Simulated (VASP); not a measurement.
# Ag4Sn (Pm-3m) in VASP: further runs, part 2 of 2

VASP 6.6.1. Earlier steps stand in the parts before.

**4. Single point, PBE**

This run uses another cell than the first one, of 28.07 Å³/atom.

The input, INCAR:

```
SYSTEM = Ag4Sn
PREC = Accurate ; ENCUT = 520
EDIFF = 1E-6 ; ISMEAR = 0
SIGMA = 0.1 ; LREAL = .False.
LASPH = .True. ; NELM = 80
ALGO = Fast ; ISIF = 2
LWAVE = .False. ; LCHARG = .True.
GGA = PE ; LELF = .True.
LVHAR = .True. ; NBANDS = 37
```

The input, KPOINTS:

```
Automatic mesh
0
Gamma
  8 8 8
  0 0 0
```

The input, POSCAR:

```
Ag4Sn
1.0
    5.1970597468      0.0000000000      0.0000000000
    0.0000000000      5.1970597468      0.0000000000
    0.0000000000      0.0000000000      5.1970597468
Ag Sn
4 1
Direct
    0.5000000000      0.0000000000      0.0000000000
    0.0000000000      0.5000000000      0.0000000000
    0.0000000000      0.0000000000      0.5000000000
    0.5000000000      0.5000000000      0.5000000000
    0.0000000000      0.0000000000      0.0000000000
```

Potentials or basis: VASP PAW PBE potentials, release 64 (Ag, Sn_d).

Command:

```
$ cat potpaw_PBE.64/Ag/POTCAR potpaw_PBE.64/Sn_d/POTCAR > POTCAR
$ mpirun -np 1 vasp_std > vasp.out
```

OUTCAR:

```text
SYSTEM = Ag4Sn
   PREC = Accurate
   ENCUT = 520
   EDIFF = 1E-6
   ISMEAR = 0
   LREAL = .False.
   LASPH = .True.
   NELM = 80
   ISIF = 2
   GGA = PE

 ion  position               nearest neighbor table
   1  0.500  0.000  0.000-   5 2.60   5 2.60
   2  0.000  0.500  0.000-   5 2.60   5 2.60
   3  0.000  0.000  0.500-   5 2.60   5 2.60
   4  0.500  0.500  0.500-
   5  0.000  0.000  0.000-   1 2.60   2 2.60   3 2.60   3 2.60   2 2.60   1 2.60

  LATTYP: Found a simple cubic cell.
 ALAT       =     5.1970597468

  Lattice vectors:

 A1 = (   5.1970597468,   0.0000000000,   0.0000000000)
 A2 = (   0.0000000000,   5.1970597468,   0.0000000000)
 A3 = (   0.0000000000,   0.0000000000,   5.1970597468)

Analysis of symmetry for initial positions (statically):
=====================================================================
 Subroutine PRICEL returns:
 Original cell was already a primitive cell.

 Routine SETGRP: Setting up the symmetry group for a
 simple cubic supercell.

 Subroutine GETGRP returns: Found 48 space group operations
[... 174 lines left out ...]

 val. band max:        3.9961704329   @ k =   0.3750   0.3750   0.1250
 cond. band min:       4.0263580792   @ k =   0.5000   0.3750   0.1250
 fundamental gap:      0.0301876463
 Fermi energy:         4.0012158994

 k-point     1 :       0.0000    0.0000    0.0000
  band No.  band energies     occupation
      1     -17.0128      2.00000
      2     -17.0128      2.00000
      3     -16.8852      2.00000
      4     -16.8852      2.00000
      5     -16.8852      2.00000
      6      -5.0018      2.00000
[... 949 lines left out ...]
     36      10.0682      0.00000
     37      10.8225      0.00000

 [... further k-points ...]

------------------------ aborting loop because EDIFF is reached ----------------------------------------

  FORCE on cell =-STRESS in cart. coord.  units (eV):
  Direction    XX          YY          ZZ          XY          YZ          ZX
  --------------------------------------------------------------------------------------
  -------------------------------------------------------------------------------------
  Total        0.0436832      0.0436832      0.0436832      0.0000000      0.0000000      0.0000000
  in kB        0.4986000      0.4986000      0.4986000      0.0000000      0.0000000      0.0000000
  external PRESSURE =       0.4986000 kB  Pullay stress =       0.0000000 kB

 VOLUME and BASIS-vectors are now :
 -----------------------------------------------------------------------------
  energy-cutoff  :      520.00
  volume of cell :      140.37
      direct lattice vectors                 reciprocal lattice vectors
     5.197059747  0.000000000  0.000000000     0.192416491  0.000000000  0.000000000
     0.000000000  5.197059747  0.000000000     0.000000000  0.192416491  0.000000000
     0.000000000  0.000000000  5.197059747     0.000000000  0.000000000  0.192416491

 POSITION                                       TOTAL-FORCE (eV/Angst)
 -----------------------------------------------------------------------------------
      2.59853      0.00000      0.00000         0.000000      0.000000      0.000000
      0.00000      2.59853      0.00000         0.000000      0.000000      0.000000
      0.00000      0.00000      2.59853         0.000000      0.000000      0.000000
      2.59853      2.59853      2.59853         0.000000      0.000000      0.000000
      0.00000      0.00000      0.00000         0.000000      0.000000      0.000000
 -----------------------------------------------------------------------------------
    total drift:                               -0.000000      0.000000     -0.000000

  FREE ENERGIE OF THE ION-ELECTRON SYSTEM (eV)
  ---------------------------------------------------
  free  energy   TOTEN  =       -11.5954600277 eV

  energy  without entropy=      -11.5843728589  energy(sigma->0) =      -11.58991644
```

OSZICAR:

```text
N       E                     dE             d eps       ncg     rms          rms(c)
DAV:   1     0.491403985792E+03    0.49140E+03   -0.27585E+04  2769   0.174E+03
DAV:   2     0.321109028225E+02   -0.45929E+03   -0.44016E+03  2682   0.478E+02
DAV:   3    -0.109863717893E+02   -0.43097E+02   -0.42272E+02  2768   0.120E+02
DAV:   4    -0.125256864582E+02   -0.15393E+01   -0.15366E+01  2906   0.237E+01
DAV:   5    -0.125679452128E+02   -0.42259E-01   -0.42257E-01  3234   0.392E+00    0.725E+00
RMM:   6    -0.116377755437E+02    0.93017E+00   -0.33214E+00  2910   0.920E+00    0.458E+00
RMM:   7    -0.116033139338E+02    0.34462E-01   -0.20770E-01  3325   0.272E+00    0.249E+00
RMM:   8    -0.115949543784E+02    0.83596E-02   -0.40722E-02  3426   0.155E+00    0.495E-01
RMM:   9    -0.115952785539E+02   -0.32418E-03   -0.72530E-03  3832   0.502E-01    0.125E-01
RMM:  10    -0.115953941990E+02   -0.11565E-03   -0.19630E-03  3806   0.299E-01    0.399E-02
RMM:  11    -0.115954430515E+02   -0.48852E-04   -0.53471E-04  3896   0.144E-01    0.279E-02
RMM:  12    -0.115954573716E+02   -0.14320E-04   -0.17830E-04  4305   0.652E-02    0.780E-03
RMM:  13    -0.115954598508E+02   -0.24792E-05   -0.17291E-05  3361   0.204E-02    0.470E-03
RMM:  14    -0.115954600277E+02   -0.17688E-06   -0.21145E-06  1918   0.794E-03
   1 F= -.11595460E+02 E0= -.11589916E+02  d E =-.110872E-01
```

Wall time 78 s (1 thread of Intel Xeon 6975P-C (Granite Rapids), shared host); peak memory 0.33 GiB.

What came out:

```
Free energy            : -11.5955 eV
Pressure               : 0.0 GPa
Band gap on the k mesh : zero (bands 29 and 30 overlap by 0.79 eV)
```

Levels at points of the mesh, in eV from the Fermi level:
```csv
k point,band 25,band 26,band 27,band 28,band 29,band 30,band 31,band 32,band 33,band 34
"(0.00, 0.00, 0.00)",-3.19,-3.19,-1.04,-1.04,-1.04,0.42,1.81,1.81,4.51,4.51
"(0.50, 0.00, 0.00)",-3.34,-3.19,-3.10,-0.03,-0.03,1.50,1.62,1.98,3.53,3.53
"(0.50, 0.50, 0.00)",-3.39,-3.11,-2.01,-2.01,-0.91,0.74,2.26,4.24,4.24,4.79
"(0.50, 0.50, 0.50)",-3.25,-3.25,-0.84,-0.84,-0.84,0.55,0.55,0.55,0.72,8.72
```

Caveat: spin-orbit coupling is left out, which moves the levels of the heavy elements.

**5. Relaxation of cell and atoms, PBE**

The input, INCAR:

```
SYSTEM = Ag4Sn
ALGO = Normal
EDIFF = 1E-7
EDIFFG = -0.04
ENCUT = 600
GGA = PE
IBRION = 2
ISIF = 3
ISMEAR = 0
LASPH = .True.
LCHARG = .False.
LREAL = .False.
LWAVE = .False.
NELM = 100
NSW = 90
PREC = Accurate
SIGMA = 0.1
```

The input, KPOINTS:

```
k-points
0
Gamma
  4 4 4
  0 0 0
```

POSCAR: that of step 4 with these lines changed.

```diff
@@ -2,5 +2,5 @@
 1.0
-    5.1970597468      0.0000000000      0.0000000000
-    0.0000000000      5.1970597468      0.0000000000
-    0.0000000000      0.0000000000      5.1970597468
+    4.9941769000      0.0000000000      0.0000000000
+    0.0000000000      4.9941769000      0.0000000000
+    0.0000000000      0.0000000000      4.9941769000
 Ag Sn
```

Command:

```
$ cat potpaw_PBE.64/Ag/POTCAR potpaw_PBE.64/Sn_d/POTCAR > POTCAR
$ mpirun -np 1 vasp_std > vasp.out
```

Run time: 57 s. Hardware: 1 thread of Intel Xeon 6975P-C (Granite Rapids), shared host; peak memory 0.26 GiB.

The run converged. Its results:

* Free energy: -11.5451 eV
* Relaxed volume: 28.00 Å³/atom
* Relaxed cell: a = 5.192 Å, b = 5.192 Å, c = 5.192 Å, α = 90.00°, β = 90.00°, γ = 90.00°
* Space group after relaxing (to 0.1 Å): Pm-3m (No. 221)
* Energy gained by relaxing: 50.9 meV/atom
* Ionic steps: 3
* Pressure after relaxing: 0.0 GPa
* Band gap on the k mesh: zero (bands 29 and 30 overlap by 0.80 eV)

Step by step:
| step | energy change (eV) | largest force (eV/Å) | pressure (GPa) | volume (Å³) |
| --- | --- | --- | --- | --- |
| 1 | 0.0000 | 0.0000 | 5.87 | 124.56 |
| 2 | -0.2521 | 0.0000 | -0.45 | 141.76 |
| 3 | -0.2545 | 0.0000 | 0.01 | 139.98 |

Final structure:
```
CELL_PARAMETERS angstrom
5.19229 0.00000 0.00000
0.00000 5.19229 0.00000
0.00000 0.00000 5.19229
ATOMIC_POSITIONS crystal
Ag 0.50000 0.00000 0.00000
Ag 0.00000 0.50000 0.00000
Ag 0.00000 0.00000 0.50000
Ag 0.50000 0.50000 0.50000
Sn 0.00000 0.00000 0.00000
```

Levels at points of the mesh, in eV from the Fermi level:
```
           k point  band 27  band 28  band 29  band 30  band 31  band 32
(0.00, 0.00, 0.00)    -1.33    -1.33    -1.33     0.12     1.51     1.51
(0.50, 0.00, 0.00)    -3.43    -0.30    -0.30     1.19     1.33     1.68
(0.50, 0.50, 0.00)    -2.32    -2.32    -1.24     0.47     1.98     3.93
(0.50, 0.50, 0.50)    -1.14    -1.14    -1.14     0.22     0.22     0.22
```

Caveat: spin-orbit coupling is left out, which moves the levels of the heavy elements.

**6. Relaxation of cell and atoms, PBE**

This run uses another cell than the first one, of 27.95 Å³/atom.

The input, INCAR:

```
SYSTEM = Ag4Sn
  PREC = Accurate
  ENCUT = 600
  EDIFF = 1E-6
  ISMEAR = 0
  SIGMA = 0.1
  LREAL = .False.
  LASPH = .True.
  NELM = 60
  ALGO = Fast
  ISIF = 3
  LWAVE = .False.
  LCHARG = .False.
  GGA = PE
  IBRION = 2
  NSW = 100
  EDIFFG = -0.01
```

The input, KPOINTS:

```
regular mesh
0
Gamma
  8 8 8
  0 0 0
```

POSCAR: that of step 5 with these lines changed.

```diff
@@ -2,5 +2,5 @@
 1.0
-    4.9941769000      0.0000000000      0.0000000000
-    0.0000000000      4.9941769000      0.0000000000
-    0.0000000000      0.0000000000      4.9941769000
+    5.1894432443      0.0000000000      0.0000000000
+    0.0000000000      5.1894432443      0.0000000000
+    0.0000000000      0.0000000000      5.1894432443
 Ag Sn
```

Potentials or basis: VASP PAW PBE potentials, release 64 (Ag, Sn_d).

Command:

```
$ cat potpaw_PBE.64/Ag/POTCAR potpaw_PBE.64/Sn_d/POTCAR > POTCAR
$ mpirun -np 1 vasp_std > vasp.out
```

It took 2.3 min on 1 thread of Intel Xeon 6975P-C (Granite Rapids), shared host; peak memory 0.37 GiB.

It converged, with:

| Property | Result |
| --- | --- |
| Free energy | -11.5947 eV |
| Relaxed volume | 28.10 Å³/atom |
| Relaxed cell | a = 5.199 Å, b = 5.199 Å, c = 5.199 Å, α = 90.00°, β = 90.00°, γ = 90.00° |
| Space group after relaxing (to 0.1 Å) | Pm-3m (No. 221) |
| Energy gained by relaxing | 0.1 meV/atom |
| Ionic steps | 2 |
| Pressure after relaxing | 0.0 GPa |
| Band gap on the k mesh | zero (bands 29 and 30 overlap by 0.79 eV) |

Step by step:
```
step  energy change (eV)  largest force (eV/Å)  pressure (GPa)  volume (Å³)
   1              0.0000                0.0000            0.22       139.75
   2             -0.0005                0.0000           -0.01       140.52
```

Final structure:
```cif
data_structure
_symmetry_space_group_name_H-M 'P 1'
_symmetry_Int_Tables_number 1
_cell_length_a 5.1989
_cell_length_b 5.1989
_cell_length_c 5.1989
_cell_angle_alpha 90.000
_cell_angle_beta 90.000
_cell_angle_gamma 90.000
_cell_volume 140.52
loop_
_atom_site_label
_atom_site_type_symbol
_atom_site_fract_x
_atom_site_fract_y
_atom_site_fract_z
_atom_site_occupancy
Ag1 Ag 0.50000 0.00000 0.00000 1
Ag2 Ag 0.00000 0.50000 0.00000 1
Ag3 Ag 0.00000 0.00000 0.50000 1
Ag4 Ag 0.50000 0.50000 0.50000 1
Sn1 Sn 0.00000 0.00000 0.00000 1
```

Levels at points of the mesh, in eV from the Fermi level:
```tsv
k point	band 27	band 28	band 29	band 30	band 31	band 32
(0.00, 0.00, 0.00)	-1.04	-1.04	-1.04	0.42	1.80	1.80
(0.50, 0.00, 0.00)	-3.10	-0.03	-0.03	1.50	1.62	1.98
(0.50, 0.50, 0.00)	-2.01	-2.01	-0.91	0.74	2.26	4.23
(0.50, 0.50, 0.50)	-0.84	-0.84	-0.84	0.55	0.55	0.55
```

Caveat: spin-orbit coupling is left out, which moves the levels of the heavy elements.

**7. The runs side by side**

| task | cell | k mesh | cutoff (eV) | gap on the mesh (eV) | pressure (GPa) | relaxed volume (Å³/atom) |
| --- | --- | --- | --- | --- | --- | --- |
| single point | a = 4.994 Å, 5 atoms | 4 × 4 × 4 | 520 | none | 5.9 | - |
| single point | a = 5.189 Å, 5 atoms | 4 × 4 × 4 | 520 | none | 0.1 | - |
| single point | a = 5.197 Å, 5 atoms | 8 × 8 × 8 | 520 | none | 0.0 | - |
| relaxation of cell and atoms | relaxed from a = 4.994 Å, 5 atoms | 4 × 4 × 4 | 600 | none | 0.0 | 28.00 |
| relaxation of cell and atoms | relaxed from a = 5.189 Å, 5 atoms | 8 × 8 × 8 | 600 | none | 0.0 | 28.10 |

Alike in all rows: level PBE; potentials or basis VASP PAW PBE potentials, release 64 (Ag, Sn_d); no spin polarisation; smearing gaussian 0.1 eV.

Caveats: spin-orbit coupling is left out, which moves the levels of the heavy elements; the cell stands under pressure (at least some runs).

Absolute energies hang on the potentials; compare differences alone.

The gap in the log of VASP goes by the Fermi energy; the results here count the filled bands.